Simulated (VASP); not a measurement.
A run of VASP 6.6.1:

File INCAR:

```
SYSTEM = InAs
PREC     = Accurate       ! precision mode
ENCUT    = 520            ! plane-wave cutoff, eV
EDIFF    = 1E-7           ! SCF threshold, eV
ISMEAR   = -1             ! smearing method
SIGMA    = 0.15           ! smearing width, eV
LREAL    = .False.        ! projectors in reciprocal space
LASPH    = .True.         ! aspherical terms in the spheres
NELM     = 100            ! most SCF steps
ALGO     = Normal         ! electronic algorithm
ISIF     = 2              ! what is computed and relaxed
LWAVE    = .False.        ! write WAVECAR
LCHARG   = .True.         ! write CHGCAR
GGA      = PS             ! functional
LELF     = .True.         ! ELF
LVHAR    = .True.       
NBANDS   = 16             ! bands
```

The input KPOINTS:

```
Automatic mesh
0
Gamma
  12 12 12
  0 0 0
```

Contents of POSCAR:

```
InAs
1.0
    0.0000000000      2.8942415900      2.8942415900
    2.8942415900      0.0000000000      2.8942415900
    2.8942415900      2.8942415900      0.0000000000
In As
1 1
Direct
    0.0000000000      0.0000000000      0.0000000000
    0.7500000000      0.7500000000      0.7500000000
```

Potentials or basis: VASP PAW PBE potentials, release 64 (In_d, As).

The run is started by

```sh
$ cat potpaw_PBE.64/In_d/POTCAR potpaw_PBE.64/As/POTCAR > POTCAR
$ mpirun -np 1 vasp_std > vasp.out
```

Hardware: 1 thread of Intel(R) Xeon(R) 6975P-C (Granite Rapids), on a shared host.

How long does it take, and how much memory?

Wall time 28 s on 1 thread of Intel(R) Xeon(R) 6975P-C (Granite Rapids), on a shared host, peak memory 0.2 GiB. Counts: scf iterations 15, k points 72.
